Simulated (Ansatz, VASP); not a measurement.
## Bi in VASP and in Ansatz

The input INCAR:

```
SYSTEM = Bi
PREC = Accurate
ENCUT = 520
EDIFF = 1E-7
ISMEAR = -1
SIGMA = 0.1
LREAL = .False.
LASPH = .True.
NELM = 100
ALGO = Normal
ISIF = 2
LWAVE = .False.
LCHARG = .False.
GGA = B5
ALDAX = 1.0
AGGAX = 1.0
AGGAC = 1.0
ALDAC = 0.0
NBANDS = 14
```

File KPOINTS:

```
regular mesh
0
Gamma
  12 12 12
  0 0 0
```

The input POSCAR:

```
Bi
1.0
    0.0000000000      2.5864072131      2.5864072131
    2.5864072131      0.0000000000      2.5864072131
    2.5864072131      2.5864072131      0.0000000000
Bi
1
Direct
    0.0000000000      0.0000000000      0.0000000000
```

Input for Ansatz:

```yaml
crystal:
  lattice:
    - [0.0, 2.5864072131, 2.5864072131]
    - [2.5864072131, 0.0, 2.5864072131]
    - [2.5864072131, 2.5864072131, 0.0]
  atoms:
    - { symbol: Bi, position: [0.0, 0.0, 0.0] }
hamiltonian:
  xc: blyp
  pseudopotentials:
    kind: paw
    azcp:
      Bi: "pseudopotentials/Bi.paw.azcp"
basis:
  ecutwfc: 420
  fft_grid_basis: typed
kpoints:
  mp_grid: { grid: [12, 12, 12], shift: [0, 0, 0] }
magnetization:
  spin_polarized: false
scf:
  occupations: { method: fermi_dirac, width: 0.1 }
  lower_state_search: "off"
output:
  stress: true
```

Alike in both runs: task single point; functional BLYP; k mesh 12 × 12 × 12; occupations fermi-dirac, width 0.1 eV; no spin polarisation.

|  | VASP | Ansatz |
| --- | --- | --- |
| version | VASP 6.6.1 | Ansatz 0.2.0 |
| potentials or method | VASP PAW PBE potentials, release 64 (Bi_d), cutoff 520 eV | plane waves (420 eV) with PAW, scalar-relativistic |
| valence electrons in the cell | 15 | 15 |

```csv
,VASP,Ansatz,Ansatz less VASP
pressure (GPa),-0.1,-0.2,-0.06
```

VASP's potentials were made for PBE, not for BLYP.

Spin-orbit coupling is off throughout.
